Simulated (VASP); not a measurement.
A run of VASP 6.6.1 is set up as follows.

The input INCAR:

```
SYSTEM = W3S
PREC     = Accurate       ! precision mode
ENCUT    = 520            ! plane-wave cutoff, eV
EDIFF    = 1E-7           ! SCF threshold, eV
ISMEAR   = 0              ! smearing method
SIGMA    = 0.1            ! smearing width, eV
LREAL    = .FALSE.        ! projectors in reciprocal space
LASPH    = .TRUE.         ! aspherical terms in the spheres
NELM     = 60             ! most SCF steps
ALGO     = Normal         ! electronic algorithm
ISIF     = 2              ! what is computed and relaxed
LWAVE    = .FALSE.        ! write WAVECAR
LCHARG   = .TRUE.         ! write CHGCAR
LDIPOL   = .TRUE.       
IDIPOL   = 3            
DIPOL    = 0.5 0.5 0.365
GGA      = PE             ! functional
LELF     = .TRUE.         ! ELF
LVHAR    = .TRUE.       
LVACPOTAV= .TRUE.       
NBANDS   = 32             ! bands
```

KPOINTS

```
Automatic mesh
0
G
  9 9 1
  0 0 0
```

The input POSCAR:

```
W3S
1.0
    2.8545944806      0.0000000000      0.0000000000
   -1.4272972403      2.4721513377      0.0000000000
    0.0000000000      0.0000000000     20.1971108355
W S
3 1
Direct
    0.6666666667      0.3333333333      0.1980481284
    0.3333333333      0.6666666667      0.3143337982
    0.0000000000      0.0000000000      0.4306116309
    0.3333333333      0.6666666667      0.5152979816
```

Potentials or basis: VASP PAW PBE potentials, release 64 (W_sv, S).

Launch:

```bash
$ cat potpaw_PBE.64/W_sv/POTCAR potpaw_PBE.64/S/POTCAR > POTCAR
$ mpirun -np 1 vasp_std > vasp.out
```

(1) Estimate the band gap on the k mesh.

(2) Predict the largest force.

Answers

(1) zero (band 24 reaches 2.16 eV, above the bottom of band 25 at 1.71 eV).

(2) 0.549 eV/Å.

Caveat: spin-orbit coupling is left out, which moves the levels of the heavy elements.
